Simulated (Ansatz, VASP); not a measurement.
## Ni: VASP beside Ansatz

```xyz
2
Lattice="0.0000 2.4535 2.4535 2.4535 0.0000 2.4535 2.4535 2.4535 0.0000" Properties=species:S:1:pos:R:3 pbc="T T T"
Ni    0.6134    0.6134    0.6134
Ni    4.2936    4.2936    4.2936
```

Alike in both runs: task relaxation of cell and atoms; functional BLYP; k mesh 11 × 11 × 11; occupations fermi-dirac, width 0.1 eV; no spin polarisation.

|  | VASP | Ansatz |
| --- | --- | --- |
| version | VASP 6.6.1 | Ansatz 0.2.0 |
| potentials or method | VASP PAW PBE potentials, release 64 (Ni), cutoff 600 eV | plane waves (420 eV) with PAW, scalar-relativistic |
| valence electrons in the cell | 20 | 36 |

```csv
,VASP,Ansatz,Ansatz less VASP
relaxed volume (Å³/atom),17.46,17.43,-0.026
relaxed length of the cell vector where the two differ most in proportion (Å),3.669,3.667,-0.0018
```

VASP's potentials were made for PBE, not for BLYP. VASP's potentials hold 20 valence electrons a cell and Ansatz's 36, so a difference there can come from the potentials and not from the codes.

Noted on VASP's run: the volume moved by over 15 % at a fixed basis, so the end points are rough.
